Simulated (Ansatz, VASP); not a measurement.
TiTe2: VASP beside Ansatz

The input INCAR:

```
SYSTEM = TiTe2
ALGO = Normal
EDIFF = 1E-6
ENCUT = 520
GGA = PS
ISIF = 2
ISMEAR = -1
LASPH = .TRUE.
LCHARG = .FALSE.
LDAU = .TRUE.
LDAUJ = 0 0
LDAUL = -1 2
LDAUPRINT = 1
LDAUTYPE = 2
LDAUU = 0 6
LMAXMIX = 4
LREAL = .FALSE.
LWAVE = .FALSE.
NBANDS = 19
NELM = 150
PREC = Accurate
SIGMA = 0.05
```

File KPOINTS:

```
k-points
0
G
  8 8 4
  0 0 0
```

File POSCAR:

```
TiTe2
1.0
    3.7770000000      0.0000000000      0.0000000000
   -1.8885000000      3.2709779501      0.0000000000
    0.0000000000      0.0000000000      6.4980000000
Te Ti
2 1
Direct
    0.3333333333      0.6666666667      0.7372000000
    0.6666666667      0.3333333333      0.2628000000
    0.0000000000      0.0000000000      0.0000000000
```

Contents of input.yaml:

```yaml
crystal:
  lattice:
    - [3.777, 0.0, 0.0]
    - [-1.8885, 3.2709779501, 0.0]
    - [0.0, 0.0, 6.498]
  atoms:
    - { symbol: Te, position: [0.3333333333, 0.6666666667, 0.7372] }
    - { symbol: Te, position: [0.6666666667, 0.3333333333, 0.2628] }
    - { symbol: Ti, position: [0.0, 0.0, 0.0] }
hamiltonian:
  xc: pbesol
  pseudopotentials: { kind: paw }
  hubbard: { sites: [{ species: Ti, l: d, u_eff: 6.0 }] }
kpoints:
  mp_grid: { grid: [8, 8, 4] }
scf:
  occupations: { method: fermi_dirac, width: 0.05 }
  n_extra_bands: 7
output:
  forces: true
  stress: true
  eigenvalues: true
  dos: { projected: true, de: 0.05, nscf_kmesh: { grid: [12, 12, 6] } }
```

Alike in both runs: functional PBEsol; k mesh 8 × 8 × 4; occupations fermi-dirac, width 0.05 eV; no spin polarisation; Hubbard terms Ti d U = 6.0 eV.

```csv
,VASP,Ansatz
version,VASP 6.6.1,Ansatz 0.2.0
potentials or method,"VASP PAW PBE potentials, release 64 (Te, Ti_sv)",Ansatz PAW
plane-wave cutoff (eV),520,420
valence electrons in the cell,24,44
task,single point,projected density of states
```

|  | VASP | Ansatz | Ansatz less VASP |
| --- | --- | --- | --- |
| gap on the k mesh at the Fermi level (eV) | none | none | - |
| pressure (GPa) | 1.8 | 4.4 | +2.61 |
| traceless stress, the component that is largest in VASP (GPa) | -0.35 | -1.96 | -1.611 |
| rms of the force components (eV/Å) | 0.067 | 0.058 | -0.0092 |

VASP's potentials were made for PBE, not for PBEsol. The programs project onto different local orbitals, so the same U acts differently, and such runs can settle in different states. Atom by atom the forces differ by 0.009 eV/Å (rms over components). A gap of «none» marks a metal or a gap that the smearing closes. VASP's potentials hold 24 valence electrons a cell and Ansatz's 44, so a difference there can come from the potentials and not from the codes.

Neither program's run includes spin-orbit coupling.
